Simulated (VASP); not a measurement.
# TiSn (Fm-3m) in VASP: a series of runs, part 2 of 2

VASP 6.6.1. The steps go on from the part before.

### 5 Single point, PBE

This run uses another cell than the first one, of 23.28 Å³/atom, 1.128 times its volume.

The input, INCAR:

```
SYSTEM = TiSn
PREC     = Accurate       ! precision mode
ENCUT    = 520            ! plane-wave cutoff, eV
EDIFF    = 1E-6           ! SCF threshold, eV
ISMEAR   = -1             ! smearing method
SIGMA    = 0.05           ! smearing width, eV
LREAL    = .False.        ! projectors in reciprocal space
LASPH    = .True.         ! aspherical terms in the spheres
NELM     = 80             ! most SCF steps
ALGO     = Normal         ! electronic algorithm
ISIF     = 2              ! what is computed and relaxed
LWAVE    = .False.        ! write WAVECAR
LCHARG   = .False.        ! write CHGCAR
GGA      = PE             ! functional
NBANDS   = 20             ! bands
```

The input, KPOINTS:

```
Automatic mesh
0
Gamma
  8 8 8
  0 0 0
```

The input, POSCAR:

```
TiSn
1.0
    0.0000000000      2.8554766898      2.8554766898
    2.8554766898      0.0000000000      2.8554766898
    2.8554766898      2.8554766898      0.0000000000
Ti Sn
1 1
Direct
    0.0000000000      0.0000000000      0.0000000000
    0.5000000000      0.5000000000      0.5000000000
```

Launch:

```console
> cat potpaw_PBE.64/Ti_sv/POTCAR potpaw_PBE.64/Sn_d/POTCAR > POTCAR
> mpirun -np 1 vasp_std > vasp.out
```

It took 12 s on 1 thread of Intel Xeon 6975P-C (Granite Rapids), shared host; peak memory 0.18 GiB.

The run converged. Its results:

```yaml
Free_energy: -11.7706 eV
Pressure: -4.3 GPa
Band_gap_on_the_k_mesh: zero (band 13 reaches 7.69 eV, above the bottom of band 14 at 7.40 eV)
```

Levels at points of the mesh, in eV from the Fermi level:
```
           k point  band 9  band 10  band 11  band 12  band 13  band 14  band 15  band 16  band 17  band 18
(0.00, 0.00, 0.00)  -20.78    -9.38     0.11     0.11     0.11     0.39     0.39     3.10     3.10     3.10
(0.50, 0.00, 0.00)  -20.76    -6.94    -4.39    -1.36    -1.36     0.91     0.91     1.31     5.08     5.85
(0.50, 0.50, 0.00)  -20.74    -6.82    -3.20    -0.87     0.15     0.15     0.76     1.20     1.20     1.84
```

Caveat: spin-orbit coupling is left out, which moves the levels of the heavy elements.

### 6 Single point, PBE

The input, INCAR:

```
SYSTEM = TiSn
PREC = Accurate
ENCUT = 520
EDIFF = 1E-6
ISMEAR = -1
SIGMA = 0.05
LREAL = .False.
LASPH = .True.
NELM = 80
ALGO = Normal
ISIF = 2
LWAVE = .False.
LCHARG = .True.
GGA = PE
LELF = .True.
LVHAR = .True.
NBANDS = 20
```

The input, KPOINTS:

```
regular mesh
0
Gamma
  8 8 8
  0 0 0
```

The input, POSCAR:

```
TiSn
1.0
    0.0000000000      2.7433798768      2.7433798768
    2.7433798768      0.0000000000      2.7433798768
    2.7433798768      2.7433798768      0.0000000000
Ti Sn
1 1
Direct
    0.0000000000      0.0000000000      0.0000000000
    0.5000000000      0.5000000000      0.5000000000
```

Potentials or basis: VASP PAW PBE potentials, release 64 (Ti_sv, Sn_d).

Launch:

```console
> cat potpaw_PBE.64/Ti_sv/POTCAR potpaw_PBE.64/Sn_d/POTCAR > POTCAR
> mpirun -np 1 vasp_std > vasp.out
```

OUTCAR:

```text
SYSTEM = TiSn
   PREC = Accurate
   ENCUT = 520
   EDIFF = 1E-6
   ISMEAR = -1
   LREAL = .False.
   LASPH = .True.
   NELM = 80
   ISIF = 2
   GGA = PE

 ion  position               nearest neighbor table
   1  0.000  0.000  0.000-   2 2.74   2 2.74   2 2.74   2 2.74   2 2.74   2 2.74
   2  0.500  0.500  0.500-   1 2.74   1 2.74   1 2.74   1 2.74   1 2.74   1 2.74

  LATTYP: Found a face centered cubic cell.
 ALAT       =     5.4867597536

  Lattice vectors:

[... 188 lines left out ...]
      2     -24.5593      2.00000
      3     -24.5593      2.00000
      4     -24.5593      2.00000
      5     -12.0223      2.00000
      6     -12.0223      2.00000
[... 541 lines left out ...]
     19      16.1659      0.00000
     20      17.5364      0.00000

 [... further k-points ...]
[... 5 lines left out ...]
  --------------------------------------------------------------------------------------
  -------------------------------------------------------------------------------------
  Total        1.5339411      1.5339411      1.5339411     -0.0000000     -0.0000000     -0.0000000
  in kB       59.5156844     59.5156844     59.5156844     -0.0000000     -0.0000000     -0.0000000
  external PRESSURE =      59.5156844 kB  Pullay stress =       0.0000000 kB

 VOLUME and BASIS-vectors are now :
 -----------------------------------------------------------------------------
  energy-cutoff  :      520.00
  volume of cell :       41.29
      direct lattice vectors                 reciprocal lattice vectors
     0.000000000  2.743379877  2.743379877    -0.182256932  0.182256932  0.182256932
     2.743379877  0.000000000  2.743379877     0.182256932 -0.182256932  0.182256932
     2.743379877  2.743379877  0.000000000     0.182256932  0.182256932 -0.182256932

 POSITION                                       TOTAL-FORCE (eV/Angst)
 -----------------------------------------------------------------------------------
      0.00000      0.00000      0.00000         0.000000     -0.000000      0.000000
      2.74338      2.74338      2.74338        -0.000000      0.000000     -0.000000
 -----------------------------------------------------------------------------------
    total drift:                                0.000000      0.000000      0.000000

  FREE ENERGIE OF THE ION-ELECTRON SYSTEM (eV)
  ---------------------------------------------------
  free  energy   TOTEN  =       -11.7599997436 eV

  energy  without entropy=      -11.7531342340  energy(sigma->0) =      -11.75656699
```

OSZICAR:

```text
N       E                     dE             d eps       ncg     rms          rms(c)
DAV:   1     0.236673236572E+03    0.23667E+03   -0.13582E+04  1164   0.193E+03
DAV:   2     0.831248629038E+01   -0.22836E+03   -0.22401E+03  1168   0.456E+02
DAV:   3    -0.126994503157E+02   -0.21012E+02   -0.20703E+02  1388   0.133E+02
DAV:   4    -0.136801800761E+02   -0.98073E+00   -0.97468E+00  1696   0.256E+01
DAV:   5    -0.137008230735E+02   -0.20643E-01   -0.20642E-01  1408   0.325E+00    0.102E+01
DAV:   6    -0.120693005720E+02    0.16315E+01   -0.95910E+00  1252   0.279E+01    0.453E+00
DAV:   7    -0.117744970651E+02    0.29480E+00   -0.24268E+00  1284   0.152E+01    0.242E+00
DAV:   8    -0.117785246838E+02   -0.40276E-02   -0.27021E-01  1328   0.533E+00    0.112E+00
DAV:   9    -0.117595023613E+02    0.19022E-01   -0.89588E-02  1264   0.291E+00    0.265E-01
DAV:  10    -0.117600363894E+02   -0.53403E-03   -0.47377E-03  1532   0.760E-01    0.887E-02
DAV:  11    -0.117600166448E+02    0.19745E-04   -0.21350E-04  1516   0.129E-01    0.512E-02
DAV:  12    -0.117599991405E+02    0.17504E-04   -0.37907E-05  1444   0.414E-02    0.810E-03
DAV:  13    -0.117599997436E+02   -0.60305E-06   -0.13780E-06  1076   0.101E-02
   1 F= -.11760000E+02 E0= -.11756567E+02  d E =-.686551E-02
```

stdout:

```text
POSCAR found type information on POSCAR TiSn
 POSCAR found :  2 types and       2 ions
 scaLAPACK will be used
 LDA part: xc-table for (Slater+PW92), standard interpolation
 POSCAR, INCAR and KPOINTS ok, starting setup
 FFT: planning ... GRIDC
 FFT: planning ... GRID_SOFT
 FFT: planning ... GRID
 WAVECAR not read
 entering main loop
```

Run time: 19 s. Hardware: 1 thread of Intel Xeon Platinum 8488C (Sapphire Rapids), shared host; peak memory 0.18 GiB.

What came out:

| Item | Value |
| --- | --- |
| Free energy | -11.7600 eV |
| Pressure | 6.0 GPa |
| Band gap on the k mesh | zero (band 13 reaches 9.15 eV, above the bottom of band 14 at 8.74 eV) |

Levels at points of the mesh, in eV from the Fermi level:
| k point | band 11 | band 12 | band 13 | band 14 | band 15 | band 16 |
| --- | --- | --- | --- | --- | --- | --- |
| (0.00, 0.00, 0.00) | 0.10 | 0.10 | 0.10 | 0.52 | 0.52 | 3.60 |
| (0.50, 0.00, 0.00) | -4.85 | -1.54 | -1.54 | 1.05 | 1.05 | 1.57 |
| (0.50, 0.50, 0.00) | -3.54 | -1.09 | 0.23 | 0.23 | 0.96 | 1.41 |

Caveat: spin-orbit coupling is left out, which moves the levels of the heavy elements.

### 7 Overview

```csv
cell,gap on the mesh (eV),pressure (GPa)
"a = 3.880 Å, angles 60.0°, 2 atoms",none,6.0
"a = 3.907 Å, angles 60.0°, 2 atoms",none,3.7
"a = 3.961 Å, angles 60.0°, 2 atoms",none,0.0
"a = 4.038 Å, angles 60.0°, 2 atoms",none,-4.3
```

Alike in all rows: task single point; level PBE; potentials or basis VASP PAW PBE potentials, release 64 (Ti_sv, Sn_d); no spin polarisation; k mesh 8 × 8 × 8; cutoff (eV) 520; smearing fermi-dirac 0.05 eV.

Caveats: spin-orbit coupling is left out, which moves the levels of the heavy elements.

Total energies depend on the potentials used, so only differences within one code and one set of settings carry meaning.
